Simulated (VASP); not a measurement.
Write the native input for VASP 6.6.1 that does the following.

```yaml
Task: single point
Functional: r2SCAN
Potentials_or_basis: VASP PAW PBE potentials, release 64 (Sr_sv, Cl)
Cutoff: 520 eV
k_mesh: 6 × 6 × 6
Occupations: gaussian, width 0.01 eV
Spin: no spin polarisation
Dipole_correction: no
Further_INCAR_settings: ALGO = Normal; EDIFF = 1e-07; NBANDS = 19
```

The system is SrCl2.

```
Sr Cl
1.0
     0.00000    3.42776    3.42776
     3.42776    0.00000    3.42776
     3.42776    3.42776    0.00000
Sr Cl
1 2
Direct
  0.00000 0.00000 0.00000
  0.25000 0.25000 0.25000
  0.75000 0.75000 0.75000
```

This cell differs from its parent crystal: strain -2.0%.

One way to write it, as run:

POSCAR

```
SrCl2
1.0
    0.0000000000      3.4277637231      3.4277637231
    3.4277637231      0.0000000000      3.4277637231
    3.4277637231      3.4277637231      0.0000000000
Sr Cl
1 2
Direct
    0.0000000000      0.0000000000      0.0000000000
    0.2500000000      0.2500000000      0.2500000000
    0.7500000000      0.7500000000      0.7500000000
```

INCAR.step1

```
SYSTEM = SrCl2
ALGO     = Normal         ! electronic algorithm
EDIFF    = 1E-4           ! SCF threshold, eV
ENCUT    = 520            ! plane-wave cutoff, eV
GGA      = PE             ! functional
ISMEAR   = 0              ! smearing method
LASPH    = .TRUE.         ! aspherical terms in the spheres
LCHARG   = .FALSE.        ! write CHGCAR
LREAL    = .FALSE.        ! projectors in reciprocal space
LWAVE    = .TRUE.         ! write WAVECAR
NBANDS   = 19             ! bands
NELM     = 100            ! most SCF steps
PREC     = Accurate       ! precision mode
SIGMA    = 0.01           ! smearing width, eV
```

INCAR.step2

```
SYSTEM = SrCl2
ALGO     = Normal         ! electronic algorithm
EDIFF    = 1E-7           ! SCF threshold, eV
ENCUT    = 520            ! plane-wave cutoff, eV
ISIF     = 2              ! what is computed and relaxed
ISMEAR   = 0              ! smearing method
ISTART   = 1            
LASPH    = .TRUE.         ! aspherical terms in the spheres
LCHARG   = .FALSE.        ! write CHGCAR
LMIXTAU  = .TRUE.       
LREAL    = .FALSE.        ! projectors in reciprocal space
LWAVE    = .FALSE.        ! write WAVECAR
METAGGA  = R2SCAN         ! meta-GGA
NBANDS   = 19             ! bands
NELM     = 100            ! most SCF steps
PREC     = Accurate       ! precision mode
SIGMA    = 0.01           ! smearing width, eV
```

KPOINTS

```
k-points
0
G
  6 6 6
  0 0 0
```

Potentials or basis: VASP PAW PBE potentials, release 64 (Sr_sv, Cl).

The run is started by

```console
$ cat potpaw_PBE.64/Sr_sv/POTCAR potpaw_PBE.64/Cl/POTCAR > POTCAR
$ cp INCAR.step1 INCAR
$ mpirun -np 1 vasp_std > vasp.out
$ cp INCAR.step2 INCAR
$ mpirun -np 1 vasp_std > vasp.out
```

Results of the run:

| Item | Value |
| --- | --- |
| Pressure | 2.7 GPa |
| Band gap on the k mesh | 5.96 eV |

Caveat: the cell differs from its parent crystal (strain -2.0%); the PAW data sets were made with another functional, which shifts forces and pressure a little.

Wall time 77 s on 1 thread of AMD EPYC 9R45 96-Core Processor (Zen 5), on a shared host, peak memory 0.2 GiB.
